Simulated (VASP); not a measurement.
Crystal: AlN.

```
Al N
1.0
     3.12976    0.00000    0.00000
    -1.56488    2.71045    0.00000
     0.00000    0.00000    5.01740
Al N
2 2
Cartesian
  1.5669 0.9024 2.5088
  -0.0019 1.8082 5.0175
  1.5521 0.9108 4.4152
  0.0128 1.7995 1.9065
```

Base run:

* Program: VASP 6.6.1
* Functional: PBE
* Potentials or basis: VASP PAW PBE potentials, release 64 (Al, N)
* Cutoff: 600 eV
* k mesh: 10 × 10 × 6
* Occupations: fermi-dirac, width 0.01 eV
* Spin: no spin polarisation

Its results: band gap on the k mesh 4.07 eV; pressure -0.2 GPa; largest force 0.228 eV/Å.

Task: The run is repeated on the same cell with these changes: functional from PBE to LDA; potentials or basis from VASP PAW PBE potentials, release 64 (Al, N) to VASP PAW LDA potentials, release 64 (Al, N). What comes out?

Result: Band gap on the k mesh 4.09 eV; pressure -7.6 GPa; largest force 0.221 eV/Å.

Caveats: the cell stands under tension (at least some runs).

A k mesh can miss the band edges.
